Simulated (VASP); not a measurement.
# LaP2Ru2 (I4/mmm) in VASP: single point with LDA

Aim: the single point of LaP2Ru2 with LDA.

All numbers are computed with VASP 6.6.1; they aren't measurements. Logs are shortened: lines on timing, memory, paths and dates and some standing lists are left out, and cuts for length are marked.

## (1) The cell of the first run

Symmetry: I4/mmm, No. 139, tetragonal system. Conventional cell: a = 3.993 Å, b = 3.993 Å, c = 10.504 Å, α = 90.00°, β = 90.00°, γ = 90.00°. La (site symmetry 4/mmm) has 10 P at 3.19 to 3.78 Å and 8 Ru at 3.30 Å and 4 La at 3.99 Å within 4.2 Å. Within 3.0 Å of P (site symmetry 4mm) lie 4 Ru at 2.30 Å and 1 P at 2.95 Å. Within 3.0 Å of Ru (site symmetry -4m2) lie 4 P at 2.30 Å and 4 Ru at 2.82 Å.

## (2) Single point, LDA

Contents of INCAR:

```
SYSTEM = LaP2Ru2
  ALGO = Normal
  EDIFF = 1E-7
  ENCUT = 520
  ISIF = 2
  ISMEAR = 0
  LASPH = .True.
  LCHARG = .False.
  LREAL = .False.
  LWAVE = .False.
  NBANDS = 32
  NELM = 60
  PREC = Accurate
  SIGMA = 0.1
```

Contents of KPOINTS:

```
k-points
0
Gamma
  12 12 12
  0 0 0
```

Contents of POSCAR:

```
LaP2Ru2
1.0
   -1.9966501401      1.9966501401      5.2522266679
    1.9966501401     -1.9966501401      5.2522266679
    1.9966501401      1.9966501401     -5.2522266679
La P Ru
1 2 2
Direct
    0.0000000000      0.0000000000      0.0000000000
    0.6404918295      0.6404918295      0.0000000000
    0.3595081705      0.3595081705      0.0000000000
    0.7500000000      0.2500000000      0.5000000000
    0.2500000000      0.7500000000      0.5000000000
```

Potentials or basis: VASP PAW LDA potentials, release 64 (La, P, Ru_pv).

Launch:

```bash
$ cat potpaw_LDA.64/La/POTCAR potpaw_LDA.64/P/POTCAR potpaw_LDA.64/Ru_pv/POTCAR > POTCAR
$ mpirun -np 1 vasp_std > vasp.out
```

OUTCAR:

```text
SYSTEM = LaP2Ru2
   EDIFF = 1E-7
   ENCUT = 520
   ISIF = 2
   ISMEAR = 0
   LASPH = .True.
   LREAL = .False.
   NELM = 60
   PREC = Accurate

 ion  position               nearest neighbor table
   1  0.000  0.000  0.000-   3 3.19   2 3.19   2 3.19   2 3.19   2 3.19   3 3.19   3 3.19   3 3.19
                             5 3.30   4 3.30   5 3.30   4 3.30   4 3.30   4 3.30   5 3.30   5 3.30
   2  0.640  0.640  0.000-   5 2.30   4 2.30   4 2.30   5 2.30   3 2.95   1 3.19   1 3.19   1 3.19
                             1 3.19
   3  0.360  0.360  0.000-   4 2.30   5 2.30   5 2.30   4 2.30   2 2.95   1 3.19   1 3.19   1 3.19
                             1 3.19
   4  0.750  0.250  0.500-   3 2.30   2 2.30   3 2.30   2 2.30   5 2.82   5 2.82   5 2.82   5 2.82
                             1 3.30   1 3.30   1 3.30   1 3.30
   5  0.250  0.750  0.500-   3 2.30   2 2.30   3 2.30   2 2.30   4 2.82   4 2.82   4 2.82   4 2.82
                             1 3.30   1 3.30   1 3.30   1 3.30

  LATTYP: Found a body centered tetragonal cell.
 ALAT       =     3.9933002802
 C/A-ratio  =     2.6305192695

  Lattice vectors:

 A1 = (  -1.9966501401,   1.9966501401,   5.2522266679)
 A2 = (   1.9966501401,  -1.9966501401,   5.2522266679)
 A3 = (   1.9966501401,   1.9966501401,  -5.2522266679)

Analysis of symmetry for initial positions (statically):
=====================================================================
 Subroutine PRICEL returns:
 Original cell was already a primitive cell.

 Routine SETGRP: Setting up the symmetry group for a
 body centered tetragonal supercell.

 Subroutine GETGRP returns: Found 16 space group operations
 (whereof 16 operations were pure point group operations)
 out of a pool of 16 trial point group operations.

The static configuration has the point symmetry D_4h.

Analysis of symmetry for dynamics (positions and initial velocities):
=====================================================================
 Subroutine PRICEL returns:
 Original cell was already a primitive cell.

 Routine SETGRP: Setting up the symmetry group for a
 body centered tetragonal supercell.

 Subroutine GETGRP returns: Found 16 space group operations
 (whereof 16 operations were pure point group operations)
 out of a pool of 16 trial point group operations.

The dynamic configuration has the point symmetry D_4h.

 Subroutine INISYM returns: Found 16 space group operations
 (whereof 16 operations are pure point group operations),
 and found     1 'primitive' translations

----------------------------------------------------------------------------------------

                                     Primitive cell

  volume of cell :      83.7544

  direct lattice vectors                    reciprocal lattice vectors
    -1.996650140  1.996650140  5.252226668     0.000000000  0.250419435  0.095197719
     1.996650140 -1.996650140  5.252226668     0.250419435  0.000000000  0.095197719
     1.996650140  1.996650140 -5.252226668     0.250419435  0.250419435  0.000000000

  length of vectors
     5.963145859  5.963145859  5.963145859     0.267903899  0.267903899  0.354146561

  position of ions in fractional coordinates (direct lattice)
     0.000000000  0.000000000  0.000000000
     0.640491830  0.640491830  0.000000000
     0.359508170  0.359508170  0.000000000
     0.750000000  0.250000000  0.500000000
     0.250000000  0.750000000  0.500000000

  ion indices of the primitive-cell ions
   primitive index   ion index
                 1           1
                 2           2
                 3           3
                 4           4
                 5           5

----------------------------------------------------------------------------------------

 KPOINTS: k-points

Automatic generation of k-mesh.
 Grid dimensions read from file:
 generate k-points for:   12   12   12

 Generating k-lattice:

  Cartesian coordinates                     Fractional coordinates (reciprocal lattice)
     0.000000000  0.020868286  0.007933143     0.083333333  0.000000000  0.000000000
     0.020868286  0.000000000  0.007933143     0.000000000  0.083333333  0.000000000
     0.020868286  0.020868286  0.000000000     0.000000000  0.000000000  0.083333333

  Length of vectors
     0.022325325  0.022325325  0.029512213

  Shift w.r.t. Gamma in fractional coordinates (k-lattice)
     0.000000000  0.000000000  0.000000000

 Subroutine IBZKPT returns following result:
 ===========================================

 Found    163 irreducible k-points:

 Following reciprocal coordinates:
            Coordinates               Weight
  0.000000  0.000000  0.000000      1.000000
  0.083333  0.000000 -0.000000      8.000000
  0.166667  0.000000 -0.000000      8.000000
  0.250000  0.000000  0.000000      8.000000
  0.333333  0.000000 -0.000000      8.000000
  0.416667 -0.000000  0.000000      8.000000
[... 16 lines left out ...]
  0.500000  0.166667 -0.000000     16.000000
 -0.416667  0.166667 -0.000000     16.000000
 [... further k-points ...]
   k-points           NKPTS =    163   k-points in BZ     NKDIM =    163   number of bands    NBANDS=     32
   number of dos      NEDOS =    301   number of ions     NIONS =      5
   total plane-waves  NPLWV = 110592
   dimension x,y,z NGX =    48 NGY =   48 NGZ =   48
   dimension x,y,z NGXF=    96 NGYF=   96 NGZF=   96
   ions per type =               1   2   2
   NGX,Y,Z   is equivalent  to a cutoff of  13.38, 13.38, 13.38 a.u.
   NGXF,Y,Z  is equivalent  to a cutoff of  26.76, 26.76, 26.76 a.u.
 SYSTEM =  LaP2Ru2
   PREC   = accura    normal or accurate (medium, high low for compatibility)
   ISTART =      0    job   : 0-new  1-cont  2-samecut
   ICHARG =      2    charge: 1-file 2-atom 10-const
   ISPIN  =      1    spin polarized calculation?
   LNONCOLLINEAR =      F non collinear calculations
   LSORBIT =      F    spin-orbit coupling
   LASPH  =      T    aspherical Exc in radial PAW
   ENCUT  =  520.0 eV  38.22 Ry    6.18 a.u.  11.09 11.09 11.09*2*pi/ulx,y,z
   NELM   =     60;   NELMIN=  2; NELMDL= -5     # of ELM steps
   EDIFF  = 0.1E-06   stopping-criterion for ELM
   LREAL  =      F    real-space projection
   EDIFFG = 0.1E-05   stopping-criterion for IOM
   NSW    =      0    number of steps for IOM
   IBRION =     -1    ionic relax: 0-MD 1-quasi-New 2-CG
   NFREE  =      0    steps in history (QN), initial steepest desc. (CG)
   ISIF   =      2    stress and relaxation
   ISYM   =      2    0-nonsym 1-usesym 2-fastsym
   POTIM  = 0.5000    time-step for ionic-motion
   TEBEG  =    0.0;   TEEND  =   0.0 temperature during run
   PSTRESS=    0.0 pullay stress
   NELECT =      49.0000    total number of electrons
   NUPDOWN=      -1.0000    fix difference up-down
   EMIN   =  10.00;   EMAX   =-10.00  energy-range for DOS
   EFERMI =   0.00;   METHOD = LEGACY
   ISMEAR =     0;   SIGMA  =   0.10  broadening in eV -4-tet -1-fermi 0-gaus
   EFERMI_NEDOS =   21; number of points for ismear=-14 and -15
   IALGO  =     38    algorithm
   IMIX   =      4    mixing-type and parameters
     AMIX     =   0.40;   BMIX     =  1.00
     AMIX_MAG =   1.60;   BMIX_MAG =  1.00
  volume/ion in A,a.u.               =      16.75       113.04
  Fermi-wavevector in a.u.,A,eV,Ry     =   1.369213  2.587438 25.507449  1.874745
  Thomas-Fermi vector in A             =   2.495108
   LORBIT       =      0    0 simple, 1 ext, 2 COOP (PROOUT), +10 PAW based schemes
   GGA     = CA    functional components
   LHFCALC =     F    Hartree Fock is set to
   AEXX    =    0.0000 exact exchange contribution
   IVDW    =     0    specifies the selected vdW correction
   LEPSILON=     F    determine dielectric tensor
   LRPA    =     F    only Hartree local field effects (RPA)
 non-spin polarized calculation
 Gauss-broadening in eV      SIGMA  =   0.10
  energy-cutoff  :      520.00
  volume of cell :       83.75
 maximum number of plane-waves:      2291
 NGX is ok and might be reduce to    48
   NGX = 23   NGY = 23   NGZ = 23

 number of electron      49.0000004 magnetization

 Free energy of the ion-electron system (eV)
  ---------------------------------------------------
  ext. energy  EPLUGINS =         0.00000000
  ---------------------------------------------------
  free energy    TOTEN  =       -44.52767538 eV

  energy without entropy =      -44.51504518  energy(sigma->0) =      -44.52136028

 E-fermi :  11.1078     XC(G=0): -12.1769

 val. band max:       11.1036809136   @ k =   0.4167   0.3333   0.0000
 cond. band min:      11.1119256230   @ k =   0.2500   0.1667   0.0833
 fundamental gap:      0.0082447095
 Fermi energy:        11.1078433001

 k-point     1 :       0.0000    0.0000    0.0000
  band No.  band energies     occupation
      1     -31.7766      2.00000
      2     -31.7766      2.00000
      3     -31.4502      2.00000
      4     -31.4394      2.00000
      5     -31.4394      2.00000
      6     -31.3615      2.00000
[... 24 lines left out ...]
     31      13.4729      0.00000
     32      13.5603      0.00000

 k-point     2 :       0.0833    0.0000   -0.0000
  band No.  band energies     occupation
      1     -31.7717      2.00000
      2     -31.7710      2.00000
      3     -31.4486      2.00000
      4     -31.4460      2.00000
      5     -31.4452      2.00000
      6     -31.3629      2.00000
[... 24 lines left out ...]
     31      13.4649      0.00000
     32      13.5490      0.00000

 k-point     3 :       0.1667    0.0000   -0.0000
  band No.  band energies     occupation
      1     -31.7571      2.00000
      2     -31.7544      2.00000
      3     -31.4653      2.00000
      4     -31.4624      2.00000
      5     -31.4440      2.00000
      6     -31.3671      2.00000
[... 24 lines left out ...]
     31      13.4505      0.00000
     32      13.5295      0.00000

 k-point     4 :       0.2500    0.0000    0.0000
  band No.  band energies     occupation
      1     -31.7335      2.00000
      2     -31.7280      2.00000
      3     -31.4953      2.00000
      4     -31.4896      2.00000
      5     -31.4367      2.00000
      6     -31.3739      2.00000
[... 654 lines left out ...]
     31      13.4234      0.00000
     32      13.4844      0.00000

 k-point    23 :       0.5000    0.1667   -0.0000
  band No.  band energies     occupation
      1     -31.7234      2.00000
      2     -31.7234      2.00000
      3     -31.5082      2.00000
      4     -31.5082      2.00000
      5     -31.4045      2.00000
      6     -31.4043      2.00000
[... 24 lines left out ...]
     31      13.4372      0.00000
     32      13.5006      0.00000

 k-point    24 :      -0.4167    0.1667   -0.0000
  band No.  band energies     occupation
      1     -31.7566      2.00000
      2     -31.6821      2.00000
      3     -31.5497      2.00000
      4     -31.4732      2.00000
      5     -31.4144      2.00000
      6     -31.3946      2.00000
[... 24 lines left out ...]
     31      13.4169      0.00000
     32      13.4904      0.00000

 [... further k-points ...]
[... 5 lines left out ...]
  --------------------------------------------------------------------------------------
  -------------------------------------------------------------------------------------
  Total        0.1399126      0.1399126      0.0478084      0.0000000     -0.0000000      0.0000000
  in kB        2.6764551      2.6764551      0.9145506      0.0000000     -0.0000000      0.0000000
  external PRESSURE =       2.0891536 kB  Pullay stress =       0.0000000 kB

 VOLUME and BASIS-vectors are now :
 -----------------------------------------------------------------------------
  energy-cutoff  :      520.00
  volume of cell :       83.75
      direct lattice vectors                 reciprocal lattice vectors
    -1.996650140  1.996650140  5.252226668     0.000000000  0.250419435  0.095197719
     1.996650140 -1.996650140  5.252226668     0.250419435  0.000000000  0.095197719
     1.996650140  1.996650140 -5.252226668     0.250419435  0.250419435  0.000000000

 POSITION                                       TOTAL-FORCE (eV/Angst)
 -----------------------------------------------------------------------------------
      0.00000      0.00000      0.00000        -0.000000     -0.000000     -0.000000
      0.00000      0.00000      6.72802        -0.000000     -0.000000     -0.021707
      0.00000      0.00000      3.77644         0.000000      0.000000      0.021707
     -0.00000      1.99665      2.62611        -0.000000     -0.000000     -0.000000
      1.99665     -0.00000      2.62611        -0.000000     -0.000000     -0.000000
 -----------------------------------------------------------------------------------
    total drift:                                0.000000     -0.000000      0.000000

  FREE ENERGIE OF THE ION-ELECTRON SYSTEM (eV)
  ---------------------------------------------------
  free  energy   TOTEN  =       -44.5276753844 eV

  energy  without entropy=      -44.5150451802  energy(sigma->0) =      -44.52136028
```

It took 15 min on 1 thread of Intel Xeon Platinum 8259CL at 2.50GHz (Skylake/Cascade Lake), shared host; peak memory 0.61 GiB.

What came out:

```yaml
Free_energy: -44.5277 eV
Pressure: 0.2 GPa
Largest_force: 0.022 eV/Å
Band_gap_on_the_k_mesh: zero (an odd number of electrons rules out a gap without spin polarisation)
```

Forces on the atoms (eV/Å):
```
La   0.000  0.000  0.000
P    0.000  0.000 -0.022
P    0.000  0.000  0.022
Ru   0.000  0.000  0.000
Ru   0.000  0.000  0.000
```

Stress tensor (GPa, compression positive):
```
0.27 0.00 0.00
0.00 0.27 0.00
0.00 0.00 0.09
```

Levels at points of the mesh, in eV from the Fermi level:
| k point | band 23 | band 24 | band 25 | band 26 | band 27 | band 28 |
| --- | --- | --- | --- | --- | --- | --- |
| (0.00, 0.00, 0.00) | -0.84 | -0.84 | -0.42 | 1.19 | 1.42 | 1.42 |
| (0.50, 0.00, 0.00) | -1.93 | -1.58 | 0.22 | 1.20 | 1.20 | 1.78 |
| (0.50, 0.50, 0.00) | -1.20 | -1.19 | -0.71 | -0.59 | 1.34 | 1.46 |
| (0.50, 0.50, 0.50) | -0.06 | -0.06 | 1.19 | 1.19 | 1.69 | 1.77 |

Caveat: spin-orbit coupling is left out, which moves the levels of the heavy elements.
